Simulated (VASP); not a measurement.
Here is a VASP 6.6.1 calculation.

File INCAR:

```
ALGO = Normal
EDIFF = 1E-6
ENCUT = 520
GGA = RP
ISIF = 2
ISMEAR = -1
ISPIN = 2
LASPH = True
LCHARG = False
LMAXMIX = 4
LORBIT = 11
LREAL = False
LWAVE = False
MAGMOM = 0.8 -0.8
NBANDS = 21
NELM = 150
PREC = Accurate
SIGMA = 0.05
```

KPOINTS

```
k-points
0
Gamma
  14 14 8
```

The input POSCAR:

```
Ni
1.0
    2.5136489270      0.0000000000      0.0000000000
   -1.2568244635      2.1768838270      0.0000000000
    0.0000000000      0.0000000000      4.1160526146
Ni
2
Direct
    0.3333333333      0.6666666667      0.2500000000
    0.6666666667      0.3333333333      0.7500000000
```

Potentials or basis: VASP PAW PBE potentials, release 64 (Ni).

The run is started by

```console
$ cat potpaw_PBE.64/Ni/POTCAR > POTCAR
$ mpirun -np 1 vasp_std > vasp.out
```

(1) Predict the site moments.

(2) What does it give for the band gap on the k mesh?

(3) Predict the net moment.

Answers

(1) Ni +0.27, -0.27 μB.

(2) zero (filled and empty bands overlap).

(3) 0.00 μB per cell.
